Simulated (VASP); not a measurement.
# Os (R-3m) in VASP: a series of runs

The runs below take Os through single point, relaxation of cell and atoms, with PBE.

Everything below comes from runs of VASP 6.6.1. Logs are shortened: lines on timing, memory, paths and dates and some standing lists are left out, and cuts for length are marked.

### Step 1. The cell of the first run

The structure is trigonal, space group R-3m (No. 166). The conventional cell has a = 2.715 Å, b = 2.715 Å, c = 14.380 Å, α = 90.00°, β = 90.00°, γ = 120.00°. Os (site symmetry 3m) has 10 Os at 2.63 to 2.72 Å within 3.5 Å.

### Step 2. Single point, PBE

Input file INCAR:

```
SYSTEM = Os
PREC = Accurate
ENCUT = 520
EDIFF = 1E-6
ISMEAR = 0
SIGMA = 0.1
LREAL = .False.
LASPH = .True.
NELM = 60
ALGO = Normal
ISIF = 2
LWAVE = .False.
LCHARG = .True.
GGA = PE
LELF = .True.
LVHAR = .True.
NBANDS = 15
```

Input file KPOINTS:

```
Automatic mesh
0
Gamma
  6 6 6
  0 0 0
```

Input file POSCAR:

```
Os
1.0
    1.3576313876      0.7838288471      4.7934557149
   -1.3576313876      0.7838288471      4.7934557149
    0.0000000000     -1.5676576942      4.7934557149
Os
2
Direct
    0.0930947057      0.0930947057      0.0930947057
    0.9069052943      0.9069052943      0.9069052943
```

Potentials or basis: VASP PAW PBE potentials, release 64 (Os).

On the command line:

```console
$ cat potpaw_PBE.64/Os/POTCAR > POTCAR
$ mpirun -np 1 vasp_std > vasp.out
```

OUTCAR:

```text
SYSTEM = Os
   PREC = Accurate
   ENCUT = 520
   EDIFF = 1E-6
   ISMEAR = 0
   LREAL = .False.
   LASPH = .True.
   NELM = 60
   ISIF = 2
   GGA = PE

 ion  position               nearest neighbor table
   1  0.093  0.093  0.093-   2 2.63   2 2.63   2 2.63   2 2.68
   2  0.907  0.907  0.907-   1 2.63   1 2.63   1 2.63   1 2.68

  LATTYP: Found a trigonal (rhomboedric) cell.
 ALAT       =     5.0432894362
 COS(alpha) =     0.8550674447

  Lattice vectors:

 A1 = (   1.3576313876,   0.7838288471,   4.7934557149)
 A2 = (  -1.3576313876,   0.7838288471,   4.7934557149)
 A3 = (   0.0000000000,  -1.5676576942,   4.7934557149)

Analysis of symmetry for initial positions (statically):
=====================================================================
 Subroutine PRICEL returns:
 Original cell was already a primitive cell.

 Routine SETGRP: Setting up the symmetry group for a
 trigonal (rhombohedral) supercell.

 Subroutine GETGRP returns: Found 12 space group operations
 (whereof 12 operations were pure point group operations)
 out of a pool of 12 trial point group operations.

The static configuration has the point symmetry D_3d.

Analysis of symmetry for dynamics (positions and initial velocities):
=====================================================================
 Subroutine PRICEL returns:
 Original cell was already a primitive cell.

 Routine SETGRP: Setting up the symmetry group for a
 trigonal (rhombohedral) supercell.

 Subroutine GETGRP returns: Found 12 space group operations
 (whereof 12 operations were pure point group operations)
 out of a pool of 12 trial point group operations.

The dynamic configuration has the point symmetry D_3d.

 Subroutine INISYM returns: Found 12 space group operations
 (whereof 12 operations are pure point group operations),
 and found     1 'primitive' translations

----------------------------------------------------------------------------------------

                                     Primitive cell

  volume of cell :      30.6058

  direct lattice vectors                    reciprocal lattice vectors
     1.357631388  0.783828847  4.793455715     0.368288480  0.212631453  0.069539254
    -1.357631388  0.783828847  4.793455715    -0.368288480  0.212631453  0.069539254
     0.000000000 -1.567657694  4.793455715     0.000000000 -0.425262906  0.069539254

  length of vectors
     5.043289436  5.043289436  5.043289436     0.430910950  0.430910950  0.430910950

  position of ions in fractional coordinates (direct lattice)
     0.093094706  0.093094706  0.093094706
     0.906905294  0.906905294  0.906905294

  ion indices of the primitive-cell ions
   primitive index   ion index
                 1           1
                 2           2

----------------------------------------------------------------------------------------

 KPOINTS: Automatic mesh

Automatic generation of k-mesh.
 Grid dimensions read from file:
 generate k-points for:    6    6    6

 Generating k-lattice:

  Cartesian coordinates                     Fractional coordinates (reciprocal lattice)
     0.061381413  0.035438576  0.011589876     0.166666667  0.000000000  0.000000000
    -0.061381413  0.035438576  0.011589876     0.000000000  0.166666667  0.000000000
     0.000000000 -0.070877151  0.011589876     0.000000000  0.000000000  0.166666667

  Length of vectors
     0.071818492  0.071818492  0.071818492

  Shift w.r.t. Gamma in fractional coordinates (k-lattice)
     0.000000000  0.000000000  0.000000000

 Subroutine IBZKPT returns following result:
 ===========================================

 Found     32 irreducible k-points:

 Following reciprocal coordinates:
            Coordinates               Weight
  0.000000  0.000000  0.000000      1.000000
  0.166667 -0.000000  0.000000      6.000000
  0.333333 -0.000000  0.000000      6.000000
  0.500000 -0.000000  0.000000      3.000000
  0.166667  0.166667  0.000000      6.000000
  0.333333  0.166667  0.000000     12.000000
[... 16 lines left out ...]
  0.500000  0.500000  0.166667      6.000000
 -0.333333  0.500000  0.166667     12.000000
 [... further k-points ...]
   k-points           NKPTS =     32   k-points in BZ     NKDIM =     32   number of bands    NBANDS=     15
   number of dos      NEDOS =    301   number of ions     NIONS =      2
   total plane-waves  NPLWV =  64000
   dimension x,y,z NGX =    40 NGY =   40 NGZ =   40
   dimension x,y,z NGXF=    80 NGYF=   80 NGZF=   80
   ions per type =               2
   NGX,Y,Z   is equivalent  to a cutoff of  13.19, 13.19, 13.19 a.u.
   NGXF,Y,Z  is equivalent  to a cutoff of  26.37, 26.37, 26.37 a.u.
 SYSTEM =  Os
   PREC   = accura    normal or accurate (medium, high low for compatibility)
   ISTART =      0    job   : 0-new  1-cont  2-samecut
   ICHARG =      2    charge: 1-file 2-atom 10-const
   ISPIN  =      1    spin polarized calculation?
   LNONCOLLINEAR =      F non collinear calculations
   LSORBIT =      F    spin-orbit coupling
   LASPH  =      T    aspherical Exc in radial PAW
   ENCUT  =  520.0 eV  38.22 Ry    6.18 a.u.   9.38  9.38  9.38*2*pi/ulx,y,z
   NELM   =     60;   NELMIN=  2; NELMDL= -5     # of ELM steps
   EDIFF  = 0.1E-05   stopping-criterion for ELM
   LREAL  =      F    real-space projection
   EDIFFG = 0.1E-04   stopping-criterion for IOM
   NSW    =      0    number of steps for IOM
   IBRION =     -1    ionic relax: 0-MD 1-quasi-New 2-CG
   NFREE  =      0    steps in history (QN), initial steepest desc. (CG)
   ISIF   =      2    stress and relaxation
   ISYM   =      2    0-nonsym 1-usesym 2-fastsym
   POTIM  = 0.5000    time-step for ionic-motion
   TEBEG  =    0.0;   TEEND  =   0.0 temperature during run
   PSTRESS=    0.0 pullay stress
   NELECT =      16.0000    total number of electrons
   NUPDOWN=      -1.0000    fix difference up-down
   EMIN   =  10.00;   EMAX   =-10.00  energy-range for DOS
   EFERMI =   0.00;   METHOD = LEGACY
   ISMEAR =     0;   SIGMA  =   0.10  broadening in eV -4-tet -1-fermi 0-gaus
   EFERMI_NEDOS =   21; number of points for ismear=-14 and -15
   IALGO  =     38    algorithm
   IMIX   =      4    mixing-type and parameters
     AMIX     =   0.40;   BMIX     =  1.00
     AMIX_MAG =   1.60;   BMIX_MAG =  1.00
  volume/ion in A,a.u.               =      15.30       103.27
  Fermi-wavevector in a.u.,A,eV,Ry     =   1.318805  2.492179 23.663874  1.739246
  Thomas-Fermi vector in A             =   2.448748
   LORBIT       =      0    0 simple, 1 ext, 2 COOP (PROOUT), +10 PAW based schemes
   GGA     = PE    functional components
   LHFCALC =     F    Hartree Fock is set to
   AEXX    =    0.0000 exact exchange contribution
   IVDW    =     0    specifies the selected vdW correction
   LEPSILON=     F    determine dielectric tensor
   LRPA    =     F    only Hartree local field effects (RPA)
 non-spin polarized calculation
 Gauss-broadening in eV      SIGMA  =   0.10
  energy-cutoff  :      520.00
  volume of cell :       30.61
 maximum number of plane-waves:       837
 NGX is ok and might be reduce to    40
   NGX = 19   NGY = 19   NGZ = 19

 number of electron      16.0000000 magnetization

 Free energy of the ion-electron system (eV)
  ---------------------------------------------------
  ext. energy  EPLUGINS =         0.00000000
  ---------------------------------------------------
  free energy    TOTEN  =       -21.28280816 eV

  energy without entropy =      -21.27579655  energy(sigma->0) =      -21.27930235

 E-fermi :   7.9442     XC(G=0): -13.4591

 val. band max:        7.9398399389   @ k =   0.5000   0.3333   0.3333
 cond. band min:       8.0291453417   @ k =  -0.3333   0.3333   0.3333
 fundamental gap:      0.0893054027
 Fermi energy:         7.9441962840

 k-point     1 :       0.0000    0.0000    0.0000
  band No.  band energies     occupation
      1      -2.0162      2.00000
      2       0.9961      2.00000
      3       3.9742      2.00000
      4       5.4382      2.00000
      5       5.4382      2.00000
      6       5.5717      2.00000
      7       5.5717      2.00000
      8       7.5495      2.00000
      9       8.5231      0.00000
     10       8.5231      0.00000
     11       9.1571      0.00000
     12       9.1571      0.00000
     13      14.2865      0.00000
     14      23.0934      0.00000
     15      23.8187      0.00000

 k-point     2 :       0.1667   -0.0000    0.0000
  band No.  band energies     occupation
      1      -0.9481      2.00000
      2       1.9914      2.00000
      3       4.0688      2.00000
      4       4.4616      2.00000
      5       5.1672      2.00000
      6       5.5694      2.00000
      7       6.2163      2.00000
      8       6.3804      2.00000
      9       7.8479      1.82672
     10       8.2394      0.00003
     11       9.2646      0.00000
     12      11.8927      0.00000
     13      15.1568      0.00000
     14      24.2665      0.00000
     15      25.1551      0.00000

 k-point     3 :       0.3333   -0.0000    0.0000
  band No.  band energies     occupation
      1       0.8394      2.00000
      2       2.0144      2.00000
      3       2.6740      2.00000
      4       4.5160      2.00000
      5       5.2342      2.00000
      6       6.6244      2.00000
      7       7.2739      2.00000
      8       7.8792      1.64228
      9       8.1976      0.00034
     10       9.4585      0.00000
     11       9.5709      0.00000
     12      13.4487      0.00000
     13      16.7658      0.00000
     14      19.5237      0.00000
     15      24.1854      0.00000
[... 343 lines left out ...]
 k-point    23 :       0.5000    0.5000    0.1667
  band No.  band energies     occupation
      1       1.3923      2.00000
      2       2.0795      2.00000
      3       2.4623      2.00000
      4       4.2763      2.00000
      5       5.7900      2.00000
      6       5.7998      2.00000
      7       6.8733      2.00000
      8       7.7913      1.96938
      9       8.7257      0.00000
     10       9.3951      0.00000
     11      10.5069      0.00000
     12      11.1545      0.00000
     13      19.2917      0.00000
     14      21.3851      0.00000
     15      23.0531      0.00000

 k-point    24 :      -0.3333    0.5000    0.1667
  band No.  band energies     occupation
      1       2.1534      2.00000
      2       2.3333      2.00000
      3       2.7687      2.00000
      4       4.3144      2.00000
      5       4.6978      2.00000
      6       5.8074      2.00000
      7       7.4744      2.00000
      8       7.8497      1.81854
      9       9.1009      0.00000
     10      10.5279      0.00000
     11      12.9201      0.00000
     12      13.2138      0.00000
     13      16.2308      0.00000
     14      19.0735      0.00000
     15      20.4698      0.00000

 [... further k-points ...]
[... 5 lines left out ...]
  --------------------------------------------------------------------------------------
  -------------------------------------------------------------------------------------
  Total       -0.0878691     -0.0878691     -0.0559982      0.0000000      0.0000000      0.0000000
  in kB       -4.5998494     -4.5998494     -2.9314433      0.0000000      0.0000000      0.0000000
  external PRESSURE =      -4.0437140 kB  Pullay stress =       0.0000000 kB

 VOLUME and BASIS-vectors are now :
 -----------------------------------------------------------------------------
  energy-cutoff  :      520.00
  volume of cell :       30.61
      direct lattice vectors                 reciprocal lattice vectors
     1.357631388  0.783828847  4.793455715     0.368288480  0.212631453  0.069539254
    -1.357631388  0.783828847  4.793455715    -0.368288480  0.212631453  0.069539254
     0.000000000 -1.567657694  4.793455715     0.000000000 -0.425262906  0.069539254

 POSITION                                       TOTAL-FORCE (eV/Angst)
 -----------------------------------------------------------------------------------
      0.00000      0.00000      1.33874         0.000000      0.000000     -0.003888
      0.00000      0.00000     13.04163         0.000000      0.000000      0.003888
 -----------------------------------------------------------------------------------
    total drift:                                0.000000      0.000000     -0.000000

  FREE ENERGIE OF THE ION-ELECTRON SYSTEM (eV)
  ---------------------------------------------------
  free  energy   TOTEN  =       -21.2828081581 eV

  energy  without entropy=      -21.2757965506  energy(sigma->0) =      -21.27930235
```

Run time: 25 s. Hardware: 1 thread of AMD EPYC 9R45 (Zen 5), shared host; peak memory 0.21 GiB.

What came out:

| Item | Value |
| --- | --- |
| Free energy | -21.2828 eV |
| Pressure | -0.4 GPa |
| Largest force | 0.004 eV/Å |
| Band gap on the k mesh | zero (bands 8 and 9 overlap by 2.73 eV) |

Forces on the atoms (eV/Å):
```
Os   0.000  0.000 -0.004
Os   0.000  0.000  0.004
```

Levels at points of the mesh, in eV from the Fermi level:
```tsv
k point	band 5	band 6	band 7	band 8	band 9	band 10	band 11	band 12
(0.00, 0.00, 0.00)	-2.51	-2.37	-2.37	-0.39	0.58	0.58	1.21	1.21
(0.50, 0.00, 0.00)	-1.48	-0.73	-0.33	0.57	2.64	3.07	3.97	4.29
(0.50, 0.50, 0.00)	-2.44	-1.36	-0.58	2.25	2.74	3.03	3.47	4.92
(0.50, 0.50, 0.50)	-2.69	-2.29	-2.29	-1.85	-0.20	-0.20	2.41	2.41
```

Caveat: the k points lie up to 0.45 Å⁻¹ apart, too coarse for converged energies and pressures of a metal; spin-orbit coupling is left out, which moves the levels of the heavy elements.

[end of part 1 of 2]
